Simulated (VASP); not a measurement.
The system is AlN.

```
CELL_PARAMETERS angstrom
3.11300 0.00000 0.00000
-1.55650 2.69594 0.00000
0.00000 0.00000 4.98100
ATOMIC_POSITIONS crystal
Al 0.66667 0.33333 0.50000
Al 0.33333 0.66667 0.00000
N 0.66667 0.33333 0.88000
N 0.33333 0.66667 0.38000
```

Base run:

- Program: VASP 6.6.1
- Functional: PBE exchange alone
- Potentials or basis: VASP PAW PBE potentials, release 64 (Al, N)
- Cutoff: 520 eV
- k mesh: 10 × 10 × 6
- Occupations: fermi-dirac, width 0.05 eV
- Spin: no spin polarisation

Its results: band gap on the k mesh 4.53 eV, direct; pressure 18.1 GPa; largest force 0.124 eV/Å.

**Question.** The run is repeated on the same cell with these changes: functional from PBE exchange alone to LDA; potentials or basis from VASP PAW PBE potentials, release 64 (Al, N) to VASP PAW LDA potentials, release 64 (Al, N). What comes out?

**Answer.** Band gap on the k mesh 4.25 eV, direct; pressure -4.1 GPa; largest force 0.119 eV/Å.

A k mesh can miss the band edges.
